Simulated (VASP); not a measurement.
Here is a VASP 6.6.1 calculation.

File INCAR:

```
SYSTEM = Ir
ALGO     = Fast           ! electronic algorithm
EDIFF    = 1E-6           ! SCF threshold, eV
ENCUT    = 520            ! plane-wave cutoff, eV
ISIF     = 2              ! what is computed and relaxed
ISMEAR   = 0              ! smearing method
LASPH    = .TRUE.         ! aspherical terms in the spheres
LCHARG   = .FALSE.        ! write CHGCAR
LREAL    = .FALSE.        ! projectors in reciprocal space
LWAVE    = .FALSE.        ! write WAVECAR
NBANDS   = 16             ! bands
NELM     = 60             ! most SCF steps
PREC     = Accurate       ! precision mode
SIGMA    = 0.15           ! smearing width, eV
```

File KPOINTS:

```
k-points
0
G
  16 16 12
  0 0 0
```

The input POSCAR:

```
Ir
1.0
    0.0000000000     -1.9054060557     -1.9054060557
    0.0000000000      1.9054060557     -1.9054060557
    3.8108121114      0.0000000000      0.0000000000
Ir
2
Direct
    0.5100765923      0.4899234077      0.4719219954
   -0.0100765923      0.0100765923      0.0280780046
```

Potentials or basis: VASP PAW LDA potentials, release 64 (Ir).

Launch:

```bash
$ cat potpaw_LDA.64/Ir/POTCAR > POTCAR
$ mpirun -np 1 vasp_std > vasp.out
```

(1) What does it give for the band gap on the k mesh?

(2) Estimate the largest force.

(3) What does it give for the pressure?

## Answers

(1) zero (bands 9 and 10 overlap by 2.70 eV).

(2) 3.428 eV/Å.

(3) 13.5 GPa.

Caveat: the cell differs from its parent crystal (atoms displaced along a vibrational mode); the cell stands under pressure; spin-orbit coupling is left out, which moves the levels of the heavy elements; forces of over 1 eV/Å act on the atoms, so gaps and moduli don't describe the material at rest.
